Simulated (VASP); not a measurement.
# Fe7Co (Im-3m) in VASP: single point with r2SCAN

Aim: the single point of Fe7Co with r2SCAN.

All numbers are computed with VASP 6.6.1; they aren't measurements. Logs are shortened: lines on timing, memory, paths and dates and some standing lists are left out, and cuts for length are marked.

## (1) The cell of the first run

Symmetry: Im-3m, No. 229, cubic system. Conventional cell: a = 5.701 Å, b = 5.701 Å, c = 5.701 Å, α = 90.00°, β = 90.00°, γ = 90.00°. Fe (site symmetry 4/mmm) has 12 Fe at 2.47 to 2.85 Å and 2 Co at 2.85 Å within 3.3 Å. Fe (site symmetry -3m) has 12 Fe at 2.47 to 2.85 Å and 2 Co at 2.47 Å within 3.3 Å. Within 3.3 Å of Co (site symmetry m-3m) lie 14 Fe at 2.47 to 2.85 Å.

## (2) Single point, r2SCAN, collinear spin, ferromagnetic start

POSCAR reads:

```
Fe7Co
1.0
   -2.8505674914      2.8505674914      2.8505674914
    2.8505674914     -2.8505674914      2.8505674914
    2.8505674914      2.8505674914     -2.8505674914
Fe Co
7 1
Direct
    0.0000000000      0.5000000000      0.5000000000
    0.5000000000      0.5000000000      0.0000000000
    0.5000000000      0.0000000000      0.5000000000
    0.0000000000      0.0000000000      0.5000000000
    0.0000000000      0.5000000000      0.0000000000
    0.5000000000      0.0000000000      0.0000000000
    0.5000000000      0.5000000000      0.5000000000
    0.0000000000      0.0000000000      0.0000000000
```

INCAR.step1 reads:

```
PREC = Accurate
ENCUT = 660
ISMEAR = 0
SIGMA = 0.1
LREAL = False
LASPH = True
NELM = 200
ISPIN = 2
MAGMOM = 3.06 3.06 3.06 3.13 3.13 3.13 3.13 2.18
LMAXMIX = 4
NBANDS = 46
GGA = PE
ALGO = Normal
EDIFF = 1E-5
LWAVE = True
LCHARG = False
GGA_COMPAT = False
KPAR = 4
```

INCAR.step2 reads:

```
PREC = Accurate
ENCUT = 660
EDIFF = 1E-6
ISMEAR = 0
SIGMA = 0.1
LREAL = False
LASPH = True
NELM = 200
ALGO = Normal
ISIF = 2
LWAVE = False
LCHARG = False
ISPIN = 2
MAGMOM = 3.06 3.06 3.06 3.13 3.13 3.13 3.13 2.18
LORBIT = 11
LMAXMIX = 4
METAGGA = R2SCAN
LMIXTAU = True
NBANDS = 46
ISTART = 1
GGA_COMPAT = False
KPAR = 4
```

KPOINTS reads:

```
Automatic mesh
0
Gamma
  10 10 10
```

Potentials or basis: VASP PAW PBE potentials, release 64 (Fe, Co).

On the command line:

```bash
$ cat potpaw_PBE.64/Fe/POTCAR potpaw_PBE.64/Co/POTCAR > POTCAR
$ cp INCAR.step1 INCAR
$ mpirun -np 4 vasp_std > vasp.out
$ cp INCAR.step2 INCAR
$ mpirun -np 4 vasp_std > vasp.out
```

OUTCAR:

```text
PREC = Accurate
   ENCUT = 660
   EDIFF = 1E-6
   ISMEAR = 0
   LREAL = False
   LASPH = True
   NELM = 200
   ISIF = 2
   ISPIN = 2
   LORBIT = 11
   METAGGA = R2SCAN
   ISTART = 1

 ion  position               nearest neighbor table
   1  0.000  0.500  0.500-   4 2.47   5 2.47   6 2.47   7 2.47   5 2.47   4 2.47   7 2.47   6 2.47
                             3 2.85   8 2.85   8 2.85   2 2.85   3 2.85   2 2.85
   2  0.500  0.500  0.000-   4 2.47   5 2.47   6 2.47   7 2.47   7 2.47   6 2.47   5 2.47   4 2.47
                             3 2.85   3 2.85   8 2.85   1 2.85   8 2.85   1 2.85
   3  0.500  0.000  0.500-   4 2.47   5 2.47   6 2.47   7 2.47   6 2.47   7 2.47   4 2.47   5 2.47
                             2 2.85   2 2.85   8 2.85   8 2.85   1 2.85   1 2.85
   4  0.000  0.000  0.500-   1 2.47   2 2.47   3 2.47   8 2.47   8 2.47   1 2.47   3 2.47   2 2.47
                             7 2.85   5 2.85   5 2.85   6 2.85   7 2.85   6 2.85
   5  0.000  0.500  0.000-   1 2.47   2 2.47   3 2.47   8 2.47   1 2.47   8 2.47   2 2.47   3 2.47
                             7 2.85   4 2.85   4 2.85   7 2.85   6 2.85   6 2.85
   6  0.500  0.000  0.000-   1 2.47   2 2.47   3 2.47   8 2.47   3 2.47   2 2.47   8 2.47   1 2.47
                             7 2.85   7 2.85   4 2.85   4 2.85   5 2.85   5 2.85
   7  0.500  0.500  0.500-   1 2.47   2 2.47   3 2.47   8 2.47   2 2.47   3 2.47   1 2.47   8 2.47
                             6 2.85   6 2.85   4 2.85   5 2.85   4 2.85   5 2.85
   8  0.000  0.000  0.000-   4 2.47   5 2.47   6 2.47   7 2.47   4 2.47   5 2.47   6 2.47   7 2.47
                             3 2.85   1 2.85   1 2.85   3 2.85   2 2.85   2 2.85

  LATTYP: Found a body centered cubic cell.
 ALAT       =     5.7011349828

  Lattice vectors:

 A1 = (  -2.8505674914,   2.8505674914,   2.8505674914)
 A2 = (   2.8505674914,  -2.8505674914,   2.8505674914)
 A3 = (   2.8505674914,   2.8505674914,  -2.8505674914)

Analysis of symmetry for initial positions (statically):
=====================================================================
 Subroutine PRICEL returns:
 Original cell was already a primitive cell.

 Routine SETGRP: Setting up the symmetry group for a
 body centered cubic supercell.

 Subroutine GETGRP returns: Found 48 space group operations
 (whereof 48 operations were pure point group operations)
 out of a pool of 48 trial point group operations.

The static configuration has the point symmetry O_h .

Analysis of symmetry for dynamics (positions and initial velocities):
=====================================================================
 Subroutine PRICEL returns:
 Original cell was already a primitive cell.

 Routine SETGRP: Setting up the symmetry group for a
 body centered cubic supercell.

 Subroutine GETGRP returns: Found 48 space group operations
 (whereof 48 operations were pure point group operations)
 out of a pool of 48 trial point group operations.

The dynamic configuration has the point symmetry O_h .

Analysis of structural, dynamic, and magnetic symmetry:
=====================================================================
 Subroutine PRICEL returns:
 Original cell was already a primitive cell.

 Routine SETGRP: Setting up the symmetry group for a
 body centered cubic supercell.

 Subroutine GETGRP returns: Found 48 space group operations
 (whereof 48 operations were pure point group operations)
 out of a pool of 48 trial point group operations.

The overall configuration has the point symmetry O_h .

 Subroutine INISYM returns: Found 48 space group operations
 (whereof 48 operations are pure point group operations),
 and found     1 'primitive' translations

----------------------------------------------------------------------------------------

                                     Primitive cell

  volume of cell :      92.6518

  direct lattice vectors                    reciprocal lattice vectors
    -2.850567491  2.850567491  2.850567491     0.000000000  0.175403670  0.175403670
     2.850567491 -2.850567491  2.850567491     0.175403670  0.000000000  0.175403670
     2.850567491  2.850567491 -2.850567491     0.175403670  0.175403670  0.000000000

  length of vectors
     4.937327726  4.937327726  4.937327726     0.248058249  0.248058249  0.248058249

  position of ions in fractional coordinates (direct lattice)
     0.000000000  0.500000000  0.500000000
     0.500000000  0.500000000  0.000000000
     0.500000000  0.000000000  0.500000000
     0.000000000  0.000000000  0.500000000
     0.000000000  0.500000000  0.000000000
     0.500000000  0.000000000  0.000000000
     0.500000000  0.500000000  0.500000000
[... 78 lines left out ...]
   ISPIN  =      2    spin polarized calculation?
   LNONCOLLINEAR =      F non collinear calculations
   LSORBIT =      F    spin-orbit coupling
   LASPH  =      T    aspherical Exc in radial PAW
   ENCUT  =  660.0 eV  48.51 Ry    6.96 a.u.  10.34 10.34 10.34*2*pi/ulx,y,z
   NELM   =    200;   NELMIN=  2; NELMDL=  0     # of ELM steps
   EDIFF  = 0.1E-05   stopping-criterion for ELM
   LREAL  =      F    real-space projection
   EDIFFG = 0.1E-04   stopping-criterion for IOM
   NSW    =      0    number of steps for IOM
   IBRION =     -1    ionic relax: 0-MD 1-quasi-New 2-CG
   NFREE  =      0    steps in history (QN), initial steepest desc. (CG)
   ISIF   =      2    stress and relaxation
   ISYM   =      2    0-nonsym 1-usesym 2-fastsym
   POTIM  = 0.5000    time-step for ionic-motion
   TEBEG  =    0.0;   TEEND  =   0.0 temperature during run
   PSTRESS=    0.0 pullay stress
   NELECT =      65.0000    total number of electrons
   NUPDOWN=      -1.0000    fix difference up-down
   EMIN   =  10.00;   EMAX   =-10.00  energy-range for DOS
   EFERMI =   0.00;   METHOD = LEGACY
   ISMEAR =     0;   SIGMA  =   0.10  broadening in eV -4-tet -1-fermi 0-gaus
   EFERMI_NEDOS =   21; number of points for ismear=-14 and -15
   IALGO  =     38    algorithm
   IMIX   =      4    mixing-type and parameters
     AMIX     =   0.40;   BMIX     =  1.00
     AMIX_MAG =   1.60;   BMIX_MAG =  1.00
  volume/ion in A,a.u.               =      11.58        78.16
  Fermi-wavevector in a.u.,A,eV,Ry     =   1.454659  2.748908 28.790387  2.116034
  Thomas-Fermi vector in A             =   2.571784
   LORBIT       =     11    0 simple, 1 ext, 2 COOP (PROOUT), +10 PAW based schemes
   METAGGA = R2SCAN    functional components
   LHFCALC =     F    Hartree Fock is set to
   AEXX    =    0.0000 exact exchange contribution
   IVDW    =     0    specifies the selected vdW correction
   LEPSILON=     F    determine dielectric tensor
   LRPA    =     F    only Hartree local field effects (RPA)
 spin polarized calculation
 Gauss-broadening in eV      SIGMA  =   0.10
  energy-cutoff  :      660.00
  volume of cell :       92.65
 maximum number of plane-waves:      3592
 NGX is ok and might be reduce to    42
   NGX = 21   NGY = 21   NGZ = 21

 number of electron      65.0000005 magnetization      20.1859027

 Free energy of the ion-electron system (eV)
  ---------------------------------------------------
  ext. energy  EPLUGINS =         0.00000000
  ---------------------------------------------------
  free energy    TOTEN  =      -114.24792635 eV

  energy without entropy =     -114.22127179  energy(sigma->0) =     -114.23459907

 E-fermi :   6.0885     XC(G=0): -14.1395

 val. band max:        6.0731139055   @ k =  -0.4000  -0.4000   0.1000
 cond. band min:       6.0924873671   @ k =  -0.3000   0.3000   0.2000
 fundamental gap:      0.0193734616
 Fermi energy:         6.0884530022

 spin component 1

 k-point     1 :       0.0000    0.0000    0.0000
  band No.  band energies     occupation
      1      -2.5249      1.00000
      2       0.5945      1.00000
      3       0.6478      1.00000
      4       0.6478      1.00000
      5       0.6976      1.00000
      6       0.6976      1.00000
[... 1117 lines left out ...]
     43       6.8232      0.00000
     44       6.8434      0.00000

 [... further k-points ...]

 spin component 2

 k-point     1 :       0.0000    0.0000    0.0000
  band No.  band energies     occupation
      1      -3.1495      1.00000
      2       2.3531      1.00000
      3       2.3981      1.00000
      4       2.3982      1.00000
      5       2.3982      1.00000
      6       2.4738      1.00000
[... 1117 lines left out ...]
     43       9.6256      0.00000
     44       9.7336      0.00000

 [... further k-points ...]

 [bands above 44 left out]

------------------------ aborting loop because EDIFF is reached ----------------------------------------

  FORCE on cell =-STRESS in cart. coord.  units (eV):
  Direction    XX          YY          ZZ          XY          YZ          ZX
  --------------------------------------------------------------------------------------
  -------------------------------------------------------------------------------------
  Total       -0.1942495     -0.1942495     -0.1942495      0.0000000      0.0000000      0.0000000
  in kB       -3.3590509     -3.3590509     -3.3590509      0.0000000      0.0000000      0.0000000
  external PRESSURE =      -3.3590509 kB  Pullay stress =       0.0000000 kB

 VOLUME and BASIS-vectors are now :
 -----------------------------------------------------------------------------
  energy-cutoff  :      660.00
  volume of cell :       92.65
      direct lattice vectors                 reciprocal lattice vectors
    -2.850567491  2.850567491  2.850567491     0.000000000  0.175403670  0.175403670
     2.850567491 -2.850567491  2.850567491     0.175403670  0.000000000  0.175403670
     2.850567491  2.850567491 -2.850567491     0.175403670  0.175403670  0.000000000

 POSITION                                       TOTAL-FORCE (eV/Angst)
 -----------------------------------------------------------------------------------
      2.85057      0.00000      0.00000        -0.000000      0.000000     -0.000000
      0.00000      0.00000      2.85057        -0.000000      0.000000     -0.000000
      0.00000      2.85057      0.00000        -0.000000      0.000000     -0.000000
      1.42528      1.42528     -1.42528        -0.000000      0.000000      0.000000
      1.42528     -1.42528      1.42528         0.000000      0.000000      0.000000
     -1.42528      1.42528      1.42528         0.000000     -0.000000      0.000000
      1.42528      1.42528      1.42528         0.000000     -0.000000      0.000000
      0.00000      0.00000      0.00000         0.000000     -0.000000      0.000000
 -----------------------------------------------------------------------------------
    total drift:                               -0.000000     -0.000000      0.000000

  FREE ENERGIE OF THE ION-ELECTRON SYSTEM (eV)
  ---------------------------------------------------
  free  energy   TOTEN  =      -114.2479263456 eV

  energy  without entropy=     -114.2212717901  energy(sigma->0) =     -114.23459907

 total charge

# of ion       s       p       d       tot
------------------------------------------
    1        0.483   0.554   6.204   7.241
    2        0.483   0.554   6.204   7.241
    3        0.483   0.554   6.204   7.241
    4        0.482   0.556   6.171   7.209
    5        0.482   0.556   6.171   7.209
    6        0.482   0.556   6.171   7.209
    7        0.482   0.556   6.171   7.209
    8        0.499   0.554   7.198   8.251
--------------------------------------------------
tot          3.876   4.443  50.492  58.811

 magnetization (x)

# of ion       s       p       d       tot
------------------------------------------
    1       -0.011  -0.113   2.774   2.650
    2       -0.011  -0.113   2.774   2.650
    3       -0.011  -0.113   2.774   2.650
    4       -0.009  -0.111   2.856   2.736
    5       -0.009  -0.111   2.856   2.736
    6       -0.009  -0.111   2.856   2.736
    7       -0.009  -0.111   2.856   2.736
    8       -0.026  -0.124   1.966   1.816
--------------------------------------------------
tot         -0.095  -0.909  21.713  20.709
```

Wall time 6.7 min (4 MPI ranks of Intel Xeon 6975P-C (Granite Rapids), shared host); peak memory 0.62 GiB.

What came out:

```
Free energy                                           : -114.2479 eV
Pressure                                              : -0.3 GPa
Net moment                                            : 20.19 μB per cell
Site moments                                          : Fe +2.65, +2.74 (each value once); Co +1.82 μB
Valence electrons inside the program's atomic spheres : Fe 7.24, 7.21 (each value once); Co 8.25
```

Levels at points of the mesh, in eV from the Fermi level:
Spin up:
| k point | band 39 | band 40 | band 41 | band 42 | band 43 | band 44 | band 45 | band 46 |
| --- | --- | --- | --- | --- | --- | --- | --- | --- |
| (0.00, 0.00, 0.00) | -0.43 | -0.43 | 0.49 | 0.49 | 0.49 | 0.58 | 0.58 | 0.58 |
| (0.50, 0.00, 0.00) | -1.51 | -1.38 | -0.73 | -0.56 | 1.72 | 1.80 | 1.84 | 1.88 |
| (0.50, 0.50, 0.50) | -1.73 | -1.73 | -0.46 | -0.46 | -0.44 | -0.44 | -0.44 | -0.38 |
Spin down:
| k point | band 20 | band 21 | band 22 | band 23 | band 24 | band 25 |
| --- | --- | --- | --- | --- | --- | --- |
| (0.00, 0.00, 0.00) | 0.04 | 0.04 | 0.10 | 0.10 | 0.10 | 1.71 |
| (0.50, 0.00, 0.00) | -0.47 | -0.39 | -0.21 | 0.11 | 0.53 | 1.10 |
| (0.50, 0.50, 0.50) | -0.16 | -0.12 | 0.55 | 0.55 | 0.55 | 0.57 |

Caveat: the highest band is partly filled, so the run has too few bands; the PAW data sets were made with another functional, which shifts forces and pressure a little.
